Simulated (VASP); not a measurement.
A run of VASP 6.6.1 is set up as follows.

INCAR

```
SYSTEM = C
PREC     = Accurate       ! precision mode
ENCUT    = 520            ! plane-wave cutoff, eV
EDIFF    = 1E-6           ! SCF threshold, eV
ISMEAR   = -1             ! smearing method
SIGMA    = 0.02           ! smearing width, eV
LREAL    = .FALSE.        ! projectors in reciprocal space
LASPH    = .TRUE.         ! aspherical terms in the spheres
NELM     = 100            ! most SCF steps
ALGO     = Normal         ! electronic algorithm
ISIF     = 2              ! what is computed and relaxed
LWAVE    = .FALSE.        ! write WAVECAR
LCHARG   = .FALSE.        ! write CHGCAR
GGA      = PE             ! functional
NBANDS   = 11             ! bands
```

File KPOINTS:

```
Automatic mesh
0
G
  12 12 12
  0 0 0
```

File POSCAR:

```
C
1.0
    0.0000000000      1.8068260032      1.8068260032
    1.8068260032      0.0000000000      1.8068260032
    1.8068260032      1.8068260032      0.0000000000
C
2
Direct
    0.0000000000      0.0000000000      0.0000000000
    0.2500000000      0.2500000000      0.2500000000
```

Potentials or basis: VASP PAW PBE potentials, release 64 (C).

Run with:

```sh
$ cat potpaw_PBE.64/C/POTCAR > POTCAR
$ mpirun -np 1 vasp_std > vasp.out
```

(1) Estimate the pressure.

(2) Predict the band gap on the k mesh.

Results:

(1) -13.7 GPa.

(2) 4.06 eV, indirect (least direct gap 5.48 eV).

Caveat: the cell differs from its parent crystal (strain +1.5%).
